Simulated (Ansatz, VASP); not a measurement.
**TeSe3 in VASP and in Ansatz**

```
CELL_PARAMETERS angstrom
4.46298 0.00000 0.00000
0.00000 4.46298 0.00000
0.00000 0.00000 4.46298
ATOMIC_POSITIONS crystal
Te 0.00000 0.00000 0.00000
Se 0.00000 0.50000 0.50000
Se 0.50000 0.00000 0.50000
Se 0.50000 0.50000 0.00000
```

Alike in both runs: functional r2SCAN; k mesh 10 × 10 × 10; occupations gaussian, width 0.1 eV; no spin polarisation.

Ansatz relaxed the structure, and its values are those at the end. VASP's run is a single point on that final structure, the one shown.

|  | VASP | Ansatz |
| --- | --- | --- |
| version | VASP 6.6.1 | Ansatz 0.2.0 |
| potentials or method | VASP PAW PBE potentials, release 64 (Te, Se), cutoff 520 eV | scalar-relativistic, plane waves, PAW |
| valence electrons in the cell | 24 | 64 |

```tsv
	VASP	Ansatz	Ansatz less VASP
gap on the k mesh at the Fermi level (eV)	none	none	-
pressure (GPa)	-0.1	0.0	+0.12
```

VASP's potentials were made for PBE, not for r2SCAN. A gap of «none» marks a metal or a gap that the smearing closes. The functional is the same, so the differences come from potentials, cutoffs and numerics. VASP's potentials hold 24 valence electrons a cell and Ansatz's 64, so a difference there can come from the potentials and not from the codes.

Spin-orbit coupling is off throughout.
